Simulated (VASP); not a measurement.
# Mn (P6/mmm) in VASP: further runs, part 2 of 2

VASP 6.6.1. Earlier steps stand in the parts before.

## (4) Single point, revPBE (volume scaled by 0.88)

File INCAR:

```
SYSTEM = Mn
ALGO = Normal
EDIFF = 1E-7
ENCUT = 520
GGA = RE
ISIF = 2
ISMEAR = -1
LASPH = .TRUE.
LCHARG = .FALSE.
LREAL = .FALSE.
LWAVE = .FALSE.
NBANDS = 26
NELM = 100
PREC = Accurate
SIGMA = 0.1
```

File KPOINTS:

```
k-points
0
G
  10 10 14
  0 0 0
```

File POSCAR:

```
Mn
1.0
    3.7622883471      0.0000000000      0.0000000000
   -1.8811441735      3.2582372850      0.0000000000
    0.0000000000      0.0000000000      2.3586931756
Mn
3
Direct
    0.0000000000      0.0000000000      0.0000000000
    0.3333333333      0.6666666667      0.5000000000
    0.6666666667      0.3333333333      0.5000000000
```

Potentials or basis: VASP PAW PBE potentials, release 64 (Mn_pv).

Started as:

```console
> cat potpaw_PBE.64/Mn_pv/POTCAR > POTCAR
> mpirun -np 1 vasp_std > vasp.out
```

OUTCAR:

```text
SYSTEM = Mn
   EDIFF = 1E-7
   ENCUT = 520
   GGA = RE
   ISIF = 2
   ISMEAR = -1
   LASPH = .TRUE.
   LREAL = .FALSE.
   NELM = 100
   PREC = Accurate

 ion  position               nearest neighbor table
   1  0.000  0.000  0.000-   2 2.47   3 2.47   2 2.47   3 2.47   3 2.47   3 2.47   2 2.47   2 2.47
                             3 2.47   3 2.47   2 2.47   2 2.47
   2  0.333  0.667  0.500-   3 2.17   3 2.17   3 2.17   1 2.47   1 2.47   1 2.47   1 2.47   1 2.47
                             1 2.47
   3  0.667  0.333  0.500-   2 2.17   2 2.17   2 2.17   1 2.47   1 2.47   1 2.47   1 2.47   1 2.47
                             1 2.47

  LATTYP: Found a hexagonal cell.
 ALAT       =     3.7622883471
 C/A-ratio  =     0.6269304631

  Lattice vectors:

 A1 = (   3.7622883471,   0.0000000000,   0.0000000000)
 A2 = (  -1.8811441735,   3.2582372850,   0.0000000000)
 A3 = (   0.0000000000,   0.0000000000,   2.3586931756)

Analysis of symmetry for initial positions (statically):
=====================================================================
 Subroutine PRICEL returns:
 Original cell was already a primitive cell.

 Routine SETGRP: Setting up the symmetry group for a
 hexagonal supercell.
[... 168 lines left out ...]

 E-fermi :  12.1521     XC(G=0): -14.5882

 val. band max:       12.1465985582   @ k =   0.0000   0.0000   0.0000
 cond. band min:      12.1851367596   @ k =   0.5000   0.0000   0.2857
 fundamental gap:      0.0385382014
 Fermi energy:        12.1520859446

 k-point     1 :       0.0000    0.0000    0.0000
  band No.  band energies     occupation
      1     -36.3311      2.00000
      2     -36.3311      2.00000
      3     -35.8952      2.00000
      4     -35.8952      2.00000
      5     -35.6889      2.00000
      6     -35.4287      2.00000
[... 685 lines left out ...]
     25      14.3006      0.00000
     26      14.5668      0.00000

 [... further k-points ...]

------------------------ aborting loop because EDIFF is reached ----------------------------------------

  FORCE on cell =-STRESS in cart. coord.  units (eV):
  Direction    XX          YY          ZZ          XY          YZ          ZX
  --------------------------------------------------------------------------------------
  -------------------------------------------------------------------------------------
  Total        8.2192027      8.2192027      7.6602037      0.0000000      0.0000000      0.0000000
  in kB      455.4430067    455.4430067    424.4677172      0.0000000      0.0000000      0.0000000
  external PRESSURE =     445.1179102 kB  Pullay stress =       0.0000000 kB

 VOLUME and BASIS-vectors are now :
 -----------------------------------------------------------------------------
  energy-cutoff  :      520.00
  volume of cell :       28.91
      direct lattice vectors                 reciprocal lattice vectors
     3.762288347  0.000000000  0.000000000     0.265795683  0.153457209  0.000000000
    -1.881144174  3.258237285  0.000000000     0.000000000  0.306914418  0.000000000
     0.000000000  0.000000000  2.358693176     0.000000000  0.000000000  0.423963579

 POSITION                                       TOTAL-FORCE (eV/Angst)
 -----------------------------------------------------------------------------------
      0.00000      0.00000      0.00000         0.000000      0.000000     -0.000000
     -0.00000      2.17216      1.17935        -0.000000      0.000000     -0.000000
      1.88114      1.08608      1.17935         0.000000     -0.000000      0.000000
 -----------------------------------------------------------------------------------
    total drift:                               -0.000000      0.000000     -0.000000

  FREE ENERGIE OF THE ION-ELECTRON SYSTEM (eV)
  ---------------------------------------------------
  free  energy   TOTEN  =       -24.9740438505 eV

  energy  without entropy=      -24.8780421246  energy(sigma->0) =      -24.92604299
```

OSZICAR:

```text
N       E                     dE             d eps       ncg     rms          rms(c)
DAV:   1     0.423713153043E+03    0.42371E+03   -0.22249E+04  6240   0.211E+03
DAV:   2    -0.559762242300E+01   -0.42931E+03   -0.41855E+03  5876   0.554E+02
DAV:   3    -0.286556849361E+02   -0.23058E+02   -0.22327E+02  6094   0.145E+02
DAV:   4    -0.291051053803E+02   -0.44942E+00   -0.44764E+00  6362   0.211E+01
DAV:   5    -0.291128500286E+02   -0.77446E-02   -0.77444E-02  6152   0.288E+00    0.251E+01
DAV:   6    -0.254558964229E+02    0.36570E+01   -0.27663E+01  6020   0.557E+01    0.916E+00
DAV:   7    -0.311842530955E+02   -0.57284E+01   -0.46096E+01  7122   0.727E+01    0.330E+01
DAV:   8    -0.249896471465E+02    0.61946E+01   -0.35125E+01  6766   0.334E+01    0.193E+00
DAV:   9    -0.249898829590E+02   -0.23581E-03   -0.33918E-01  5966   0.497E+00    0.122E+00
DAV:  10    -0.249754590811E+02    0.14424E-01   -0.63049E-02  6228   0.229E+00    0.501E-01
DAV:  11    -0.249740878144E+02    0.13713E-02   -0.81534E-03  5968   0.105E+00    0.108E-01
DAV:  12    -0.249740654828E+02    0.22332E-04   -0.16893E-04  6320   0.164E-01    0.672E-02
DAV:  13    -0.249740483337E+02    0.17149E-04   -0.11441E-05  6024   0.364E-02    0.198E-02
DAV:  14    -0.249740453970E+02    0.29366E-05   -0.65434E-06  6108   0.265E-02    0.918E-03
DAV:  15    -0.249740440121E+02    0.13850E-05   -0.95595E-07  5256   0.960E-03    0.207E-03
DAV:  16    -0.249740437317E+02    0.28031E-06   -0.30865E-08  2988   0.223E-03    0.688E-04
DAV:  17    -0.249740438631E+02   -0.13132E-06   -0.38526E-08  2976   0.232E-03    0.124E-04
DAV:  18    -0.249740438505E+02    0.12582E-07   -0.43588E-09  2964   0.740E-04
   1 F= -.24974044E+02 E0= -.24926043E+02  d E =-.960017E-01
```

stdout:

```text
POSCAR found type information on POSCAR Mn
 POSCAR found :  1 types and       3 ions
 scaLAPACK will be used
 -----------------------------------------------------------------------------
|                                                                             |
|                                                                             |
|     You enforced a specific xc type in the INCAR file but a different       |
|     I HOPE YOU KNOW WHAT YOU ARE DOING!                                     |
|                                                                             |
 -----------------------------------------------------------------------------

 LDA part: xc-table for (Slater+PW92), standard interpolation
 POSCAR, INCAR and KPOINTS ok, starting setup
 FFT: planning ... GRIDC
 FFT: planning ... GRID_SOFT
 FFT: planning ... GRID
 WAVECAR not read
 entering main loop
```

It took 37 s on 1 thread of Intel Xeon 6975P-C (Granite Rapids), shared host; peak memory 0.18 GiB.

What came out:

| Quantity | Value |
| --- | --- |
| Free energy | -24.9740 eV |
| Pressure | 44.5 GPa |

Caveat: the PAW data sets were made with another functional, which shifts forces and pressure a little; the run has no spin polarisation, though such a crystal can be magnetic.

## (5) Single point, revPBE (volume scaled by 0.92)

File INCAR:

```
PREC = Accurate ; ENCUT = 520
EDIFF = 1E-6 ; ISMEAR = -1
SIGMA = 0.1 ; LREAL = False
LASPH = True ; NELM = 100
ALGO = Normal ; ISIF = 2
LWAVE = False ; LCHARG = True
GGA = RE ; LELF = True
LVHAR = True ; NBANDS = 26
```

File KPOINTS:

```
regular mesh
0
Gamma
  10 10 14
```

File POSCAR:

```
Mn
1.0
    3.8184501845      0.0000000000      0.0000000000
   -1.9092250922      3.3068748629      0.0000000000
    0.0000000000      0.0000000000      2.3939027423
Mn
3
Direct
    0.0000000000      0.0000000000      0.0000000000
    0.3333333333      0.6666666667      0.5000000000
    0.6666666667      0.3333333333      0.5000000000
```

Started as:

```console
> cat potpaw_PBE.64/Mn_pv/POTCAR > POTCAR
> mpirun -np 1 vasp_std > vasp.out
```

Wall time 32 s (1 thread of Intel Xeon 6975P-C (Granite Rapids), shared host); peak memory 0.18 GiB.

It converged, with:

```yaml
Free_energy: -25.2629 eV
Pressure: 26.4 GPa
```

Stress tensor (GPa, compression positive):
```
27.02  0.00  0.00
 0.00 27.02  0.00
 0.00  0.00 25.11
```

Levels at points of the mesh, in eV from the Fermi level:
```csv
k point,band 16,band 17,band 18,band 19,band 20,band 21,band 22,band 23
"(0.00, 0.00, 0.00)",-1.85,-1.23,-0.61,-0.61,-0.11,-0.11,0.00,0.00
"(0.50, 0.00, 0.00)",-1.69,-1.24,-1.05,0.07,0.16,1.31,1.37,1.53
"(0.00, 0.00, 0.50)",-0.76,-0.76,-0.70,-0.70,1.51,1.51,1.94,1.94
"(0.50, 0.00, 0.50)",-1.50,-0.76,-0.71,0.06,0.45,1.23,1.68,1.90
```

Caveat: the PAW data sets were made with another functional, which shifts forces and pressure a little; the run has no spin polarisation, though such a crystal can be magnetic. Spin polarisation is off, so any magnetic state and its effect on volume and gap are missing.

## (6) Summary

| cell | k mesh | gap on the mesh (eV) | pressure (GPa) |
| --- | --- | --- | --- |
| a = 3.926, b = 3.926, c = 2.461 Å, angles 90.0, 90.0, 120.0°, 3 atoms | 9 × 9 × 13 | none | 0.1 |
| a = 3.762, b = 3.762, c = 2.359 Å, angles 90.0, 90.0, 120.0°, 3 atoms | 10 × 10 × 14 | none | 44.5 |
| a = 3.818, b = 3.818, c = 2.394 Å, angles 90.0, 90.0, 120.0°, 3 atoms | 10 × 10 × 14 | none | 26.4 |

Alike in all rows: task single point; level revPBE; potentials or basis VASP PAW PBE potentials, release 64 (Mn_pv); no spin polarisation; cutoff (eV) 520; smearing fermi-dirac 0.1 eV.

Caveats: the PAW data sets were made with another functional, which shifts forces and pressure a little; the run has no spin polarisation, though such a crystal can be magnetic.

Absolute energies hang on the potentials; compare differences alone.
